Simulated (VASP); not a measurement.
# Al2OsN3 (R-3m) in VASP: notebook, part 3 of 3

VASP 6.6.1. The steps go on from the part before.

### 4 Relaxation of cell and atoms, PBE, collinear spin

Contents of INCAR:

```
SYSTEM = Al2OsN3
PREC     = Accurate       ! precision mode
ENCUT    = 600            ! plane-wave cutoff, eV
EDIFF    = 1E-6           ! SCF threshold, eV
ISMEAR   = 0              ! smearing method
SIGMA    = 0.1            ! smearing width, eV
LREAL    = .False.        ! projectors in reciprocal space
LASPH    = .True.         ! aspherical terms in the spheres
NELM     = 150            ! most SCF steps
ALGO     = Normal         ! electronic algorithm
ISIF     = 3              ! what is computed and relaxed
LWAVE    = .False.        ! write WAVECAR
LCHARG   = .False.        ! write CHGCAR
ISPIN    = 2              ! spin polarisation
MAGMOM   = 0 0 1 0 0 0    ! initial moments
LORBIT   = 11             ! projections on sites
LMAXMIX  = 4              ! l up to which the mixer works
GGA      = PE             ! functional
IBRION   = 2              ! ionic algorithm
NSW      = 90             ! ionic steps
EDIFFG   = -0.04          ! ionic threshold
```

Contents of KPOINTS:

```
regular mesh
0
Gamma
  6 6 6
  0 0 0
```

Contents of POSCAR:

```
Al2OsN3
1.0
    2.3417038400      1.3519833400      3.8052223200
   -2.3417038400      1.3519833400      3.8052223200
    0.0000000000     -2.7039666900      3.8052223200
Al Os N
2 1 3
Direct
    0.6170832500      0.6170832500      0.6170832500
    0.3829167500      0.3829167500      0.3829167500
    0.0000000000      0.0000000000      0.0000000000
    0.5000000000      0.0000000000      0.0000000000
    0.0000000000      0.5000000000      0.0000000000
    0.0000000000      0.0000000000      0.5000000000
```

Potentials or basis: VASP PAW PBE potentials, release 64 (Al, Os, N).

Command:

```bash
> cat potpaw_PBE.64/Al/POTCAR potpaw_PBE.64/Os/POTCAR potpaw_PBE.64/N/POTCAR > POTCAR
> mpirun -np 1 vasp_std > vasp.out
```

OUTCAR:

```text
SYSTEM = Al2OsN3
   PREC = Accurate
   ENCUT = 600
   EDIFF = 1E-6
   ISMEAR = 0
   LREAL = .False.
   LASPH = .True.
   NELM = 150
   ISIF = 3
   ISPIN = 2
   LORBIT = 11
   GGA = PE
   IBRION = 2
   NSW = 90
   EDIFFG = -0.04

 ion  position               nearest neighbor table
   1  0.617  0.617  0.617-   2 2.67   3 2.76   3 2.76   3 2.76   2 2.93   2 2.93   2 2.93
   2  0.383  0.383  0.383-   1 2.67   3 2.76   3 2.76   3 2.76   1 2.93   1 2.93   1 2.93
   3  0.000  0.000  0.000-   4 2.33   5 2.33   5 2.33   4 2.33   6 2.33   6 2.33   2 2.76   1 2.76
                             2 2.76   1 2.76   2 2.76   1 2.76
   4  0.500  0.000  0.000-   3 2.33   3 2.33
   5  0.000  0.500  0.000-   3 2.33   3 2.33
   6  0.000  0.000  0.500-   3 2.33   3 2.33

  LATTYP: Found a trigonal (rhomboedric) cell.
 ALAT       =     4.6680994774
 COS(alpha) =     0.4967153007

  Lattice vectors:

 A1 = (   2.3417038400,   1.3519833400,   3.8052223200)
 A2 = (  -2.3417038400,   1.3519833400,   3.8052223200)
 A3 = (   0.0000000000,  -2.7039666900,   3.8052223200)

Analysis of symmetry for initial positions (statically):
=====================================================================
 Subroutine PRICEL returns:
 Original cell was already a primitive cell.

 Routine SETGRP: Setting up the symmetry group for a
 trigonal (rhombohedral) supercell.

 Subroutine GETGRP returns: Found 12 space group operations
 (whereof 12 operations were pure point group operations)
 out of a pool of 12 trial point group operations.

The static configuration has the point symmetry D_3d.

Analysis of symmetry for dynamics (positions and initial velocities):
=====================================================================
 Subroutine PRICEL returns:
 Original cell was already a primitive cell.

 Routine SETGRP: Setting up the symmetry group for a
 trigonal (rhombohedral) supercell.

 Subroutine GETGRP returns: Found 12 space group operations
 (whereof 12 operations were pure point group operations)
 out of a pool of 12 trial point group operations.

The dynamic configuration has the point symmetry D_3d.

Analysis of structural, dynamic, and magnetic symmetry:
=====================================================================
 Subroutine PRICEL returns:
 Original cell was already a primitive cell.

 Routine SETGRP: Setting up the symmetry group for a
 trigonal (rhombohedral) supercell.

 Subroutine GETGRP returns: Found 12 space group operations
 (whereof 12 operations were pure point group operations)
 out of a pool of 12 trial point group operations.

The overall configuration has the point symmetry D_3d.

 Subroutine INISYM returns: Found 12 space group operations
 (whereof 12 operations are pure point group operations),
 and found     1 'primitive' translations

----------------------------------------------------------------------------------------

                                     Primitive cell

  volume of cell :      72.2827

  direct lattice vectors                    reciprocal lattice vectors
     2.341703840  1.351983340  3.805222320     0.213519742  0.123275680  0.087598912
    -2.341703840  1.351983340  3.805222320    -0.213519742  0.123275680  0.087598912
     0.000000000 -2.703966690  3.805222320     0.000000000 -0.246551361  0.087598911

  length of vectors
[... 101 lines left out ...]
   NELECT =      29.0000    total number of electrons
   NUPDOWN=      -1.0000    fix difference up-down
   EMIN   =  10.00;   EMAX   =-10.00  energy-range for DOS
   EFERMI =   0.00;   METHOD = LEGACY
   ISMEAR =     0;   SIGMA  =   0.10  broadening in eV -4-tet -1-fermi 0-gaus
   EFERMI_NEDOS =   21; number of points for ismear=-14 and -15
   IALGO  =     38    algorithm
   IMIX   =      4    mixing-type and parameters
     AMIX     =   0.40;   BMIX     =  1.00
     AMIX_MAG =   1.60;   BMIX_MAG =  1.00
  volume/ion in A,a.u.               =      12.05        81.30
  Fermi-wavevector in a.u.,A,eV,Ry     =   1.207432  2.281715 19.835821  1.457892
  Thomas-Fermi vector in A             =   2.343070
   LORBIT       =     11    0 simple, 1 ext, 2 COOP (PROOUT), +10 PAW based schemes
   GGA     = PE    functional components
   LHFCALC =     F    Hartree Fock is set to
   AEXX    =    0.0000 exact exchange contribution
   IVDW    =     0    specifies the selected vdW correction
   LEPSILON=     F    determine dielectric tensor
   LRPA    =     F    only Hartree local field effects (RPA)
 conjugate gradient relaxation of ions
 spin polarized calculation
 Gauss-broadening in eV      SIGMA  =   0.10
  energy-cutoff  :      600.00
  volume of cell :       72.28
 maximum number of plane-waves:      2442
 NGX is ok and might be reduce to    40
   NGX = 19   NGY = 19   NGZ = 19

--------------------------------------- Ionic step        1  -------------------------------------------

 number of electron      29.0000000 magnetization       0.0304778

 Free energy of the ion-electron system (eV)
  ---------------------------------------------------
  ext. energy  EPLUGINS =         0.00000000
  ---------------------------------------------------
  free energy    TOTEN  =       -34.34687832 eV

  energy without entropy =      -34.32051716  energy(sigma->0) =      -34.33369774

------------------------ aborting loop because EDIFF is reached ----------------------------------------

  FORCE on cell =-STRESS in cart. coord.  units (eV):
  Direction    XX          YY          ZZ          XY          YZ          ZX
  --------------------------------------------------------------------------------------
  -------------------------------------------------------------------------------------
  Total       -6.7757154     -6.7757154     -9.1308900      0.0000000      0.0000000     -0.0000000
  in kB     -150.1865858   -150.1865860   -202.3900215      0.0000000      0.0000002     -0.0000000
  external PRESSURE =    -167.5877311 kB  Pullay stress =       0.0000000 kB
[... 103 lines left out ...]
  FREE ENERGIE OF THE ION-ELECTRON SYSTEM (eV)
  ---------------------------------------------------
  free  energy   TOTEN  =       -34.8394475700 eV

  energy  without entropy=      -34.8040172920  energy(sigma->0) =      -34.82173243

 E-fermi :  10.1497     XC(G=0): -12.4260

 val. band max:       10.1478350897   @ k =   0.5000   0.3333  -0.0000
 cond. band min:      10.1956187181   @ k =  -0.3333   0.3333   0.3333
 fundamental gap:      0.0477836284
 Fermi energy:        10.1497148453

 spin component 1

 k-point     1 :       0.0000    0.0000    0.0000
  band No.  band energies     occupation
      1      -8.5500      1.00000
      2      -5.8283      1.00000
      3      -5.8283      1.00000
      4       2.2271      1.00000
      5       4.0246      1.00000
      6       4.0246      1.00000
[... 1049 lines left out ...]
     18      14.5413      0.00000
     19      14.9183      0.00000

 [... further k-points ...]

[... ionic steps 4 to 27 ...]

--------------------------------------- Ionic step       28  -------------------------------------------

 number of electron      29.0000000 magnetization       0.0000000

 number of electron      29.0000000 magnetization      -0.0000001
[... 77 lines left out ...]
--------------------------------------- Ionic step       30  -------------------------------------------

 number of electron      28.9999999 magnetization      -0.0000000

 Free energy of the ion-electron system (eV)
  ---------------------------------------------------
  ext. energy  EPLUGINS =         0.00000000
  ---------------------------------------------------
  free energy    TOTEN  =       -41.74870416 eV

  energy without entropy =      -41.73187147  energy(sigma->0) =      -41.74028781

 E-fermi :   7.5480     XC(G=0): -11.4859

 val. band max:        7.5297599540   @ k =  -0.3333   0.1667  -0.0000
 cond. band min:       7.5490514757   @ k =   0.5000  -0.0000   0.0000
 fundamental gap:      0.0192915217
 Fermi energy:         7.5479728824

 spin component 1

 k-point     1 :       0.0000    0.0000    0.0000
  band No.  band energies     occupation
      1      -9.6657      1.00000
      2      -7.4774      1.00000
      3      -7.4774      1.00000
      4       0.1500      1.00000
      5       2.5485      1.00000
      6       2.5485      1.00000
[... 1084 lines left out ...]
  FREE ENERGIE OF THE ION-ELECTRON SYSTEM (eV)
  ---------------------------------------------------
  free  energy   TOTEN  =       -41.7487041604 eV

  energy  without entropy=      -41.7318714689  energy(sigma->0) =      -41.74028781

 reached required accuracy - stopping structural energy minimisation

 total charge

# of ion       s       p       d       tot
------------------------------------------
    1        0.402   0.333   0.000   0.735
    2        0.402   0.333   0.000   0.735
    3        0.606   0.880   6.024   7.510
    4        1.248   2.450   0.000   3.699
    5        1.248   2.450   0.000   3.699
    6        1.248   2.450   0.000   3.699
--------------------------------------------------
tot          5.155   8.897   6.024  20.076

 magnetization (x)

# of ion       s       p       d       tot
------------------------------------------
    1       -0.000  -0.000   0.000  -0.000
    2       -0.000  -0.000   0.000  -0.000
    3       -0.000  -0.000  -0.000  -0.000
    4       -0.000   0.000   0.000   0.000
    5       -0.000   0.000   0.000   0.000
    6       -0.000   0.000   0.000   0.000
--------------------------------------------------
tot         -0.000   0.000  -0.000  -0.000
```

Run time: 21 min. Hardware: 1 thread of Intel Xeon 6975P-C (Granite Rapids), shared host; peak memory 0.35 GiB.

Results:

| Quantity | Value |
| --- | --- |
| Free energy | -41.7487 eV |
| Relaxed volume | 11.32 Å³/atom |
| Relaxed cell | a = 4.091 Å, b = 4.091 Å, c = 4.091 Å, α = 85.80°, β = 85.80°, γ = 85.80° |
| Space group after relaxing (to 0.1 Å) | R-3m (No. 166) |
| Energy gained by relaxing | 1233.6 meV/atom |
| Ionic steps | 30 |
| Pressure after relaxing | 0.2 GPa |
| Net moment | 0.00 μB per cell |
| Valence electrons inside the program's atomic spheres | Al 0.73; Os 7.51; N 3.70 |

Stress tensor (GPa, compression positive):
```
0.07 0.00 0.00
0.00 0.07 0.00
0.00 0.00 0.47
```

Step by step:
| step | energy change (eV) | largest force (eV/Å) | pressure (GPa) | volume (Å³) |
| --- | --- | --- | --- | --- |
| 1 | 0.0000 | 0.1763 | -16.76 | 72.28 |
| 2 | -0.3364 | 0.3142 | 14.53 | 59.88 |
| 3 | -0.4926 | 0.2556 | 0.89 | 63.95 |
| 4 | -0.6670 | 0.6622 | 0.73 | 63.41 |
| 5 | -1.5974 | 2.4067 | 5.74 | 61.42 |
| 6 | -3.3690 | 8.3417 | 49.70 | 55.73 |
| 7 | -2.6641 | 10.8040 | 75.30 | 53.73 |
| 8 | -3.2724 | 8.9349 | 55.17 | 55.27 |
| 9 | -3.2755 | 8.9484 | 55.28 | 55.26 |
| 10 | -3.2846 | 8.9891 | 55.68 | 55.25 |
| 11 | -3.3009 | 9.0712 | 56.46 | 55.21 |
| 12 | -3.3257 | 9.2367 | 58.07 | 55.13 |
| 13 | -3.3430 | 9.5639 | 61.50 | 54.97 |
| 14 | -3.3796 | 9.5051 | 61.17 | 55.01 |
| 15 | -3.4880 | 9.3296 | 60.17 | 55.15 |
| 16 | -3.6989 | 8.9857 | 58.21 | 55.41 |
| 17 | -4.0980 | 8.3206 | 54.46 | 55.95 |
| 18 | -4.8075 | 7.0733 | 47.63 | 57.01 |
| 19 | -5.8860 | 4.8325 | 36.35 | 59.12 |
| 20 | -6.7420 | 0.8051 | 21.87 | 63.30 |
| 21 | -6.9266 | 0.9994 | 17.50 | 63.96 |
| 22 | -7.2356 | 1.4558 | 6.25 | 65.92 |
| 23 | -7.2714 | 1.6082 | 1.87 | 66.80 |
| 24 | -7.2719 | 1.6289 | 1.28 | 66.93 |
| 25 | -7.3051 | 1.3734 | 1.17 | 67.03 |
| 26 | -7.3732 | 0.6805 | 0.96 | 67.33 |
| 27 | -7.3909 | 0.4406 | 1.34 | 67.94 |
| 28 | -7.4005 | 0.0769 | 1.11 | 67.72 |
| 29 | -7.4006 | 0.0413 | 1.09 | 67.70 |
| 30 | -7.4018 | 0.0016 | 0.20 | 67.94 |

Final structure:
```yaml
crystal:
  lattice:
    - [2.78497, 1.60790, 2.52887]
    - [-2.78497, 1.60790, 2.52887]
    - [0.00000, -3.21580, 2.52887]
  atoms:
    - { symbol: Al, position: [0.67264, 0.67264, 0.67264] }
    - { symbol: Al, position: [0.32736, 0.32736, 0.32736] }
    - { symbol: Os, position: [0.00000, 0.00000, 0.00000] }
    - { symbol: N, position: [0.50000, 0.00000, 0.00000] }
    - { symbol: N, position: [0.00000, 0.50000, 0.00000] }
    - { symbol: N, position: [0.00000, 0.00000, 0.50000] }
```

Levels at points of the mesh, in eV from the Fermi level:
Spin up:
```
           k point  band 10  band 11  band 12  band 13  band 14  band 15  band 16  band 17  band 18  band 19
(0.00, 0.00, 0.00)    -2.98    -2.86    -2.86    -2.26    -1.48    -1.48    -1.38     0.82     0.82     3.42
(0.50, 0.00, 0.00)    -3.70    -3.09    -2.17    -1.62    -0.04     0.00     0.88     0.96     1.38     3.65
(0.50, 0.50, 0.00)    -3.68    -3.60    -1.74    -1.42     0.28     0.71     1.36     2.12     3.47     4.26
(0.50, 0.50, 0.50)    -3.27    -1.77    -1.77    -0.31    -0.06     0.53     0.53     5.62     6.12     6.13
```
Spin down:
```tsv
k point	band 10	band 11	band 12	band 13	band 14	band 15	band 16	band 17	band 18	band 19
(0.00, 0.00, 0.00)	-2.98	-2.86	-2.86	-2.26	-1.48	-1.48	-1.38	0.82	0.82	3.42
(0.50, 0.00, 0.00)	-3.70	-3.09	-2.17	-1.62	-0.04	0.00	0.88	0.96	1.38	3.65
(0.50, 0.50, 0.00)	-3.68	-3.60	-1.74	-1.42	0.28	0.71	1.36	2.12	3.47	4.26
(0.50, 0.50, 0.50)	-3.27	-1.77	-1.77	-0.31	-0.06	0.53	0.53	5.62	6.12	6.13
```

Caveat: spin-orbit coupling is left out, which moves the levels of the heavy elements.

### 5 Overview

```csv
task,spin,cell,k mesh,cutoff (eV),gap on the mesh (eV),pressure (GPa),moment (μB),relaxed volume (Å³/atom)
single point,collinear,"a = 4.668 Å, angles 60.2°, 6 atoms, atomic positions A",6 × 6 × 6,520,none,-16.7,0.00,-
relaxation of cell and atoms,off,"relaxed from a = 4.086 Å, angles 85.9°, 6 atoms, atomic positions B",12 × 12 × 12,600,none,0.0,-,11.36
relaxation of cell and atoms,collinear,"relaxed from a = 4.668 Å, angles 60.2°, 6 atoms, atomic positions A",6 × 6 × 6,600,none,0.2,0.00,11.32
```

Alike in all rows: level PBE; potentials or basis VASP PAW PBE potentials, release 64 (Al, Os, N); smearing gaussian 0.1 eV.

Caveats: spin-orbit coupling is left out, which moves the levels of the heavy elements; the stress differs along the axes, from -20 to -15 GPa (at least some runs).

Absolute energies hang on the potentials; compare differences alone.
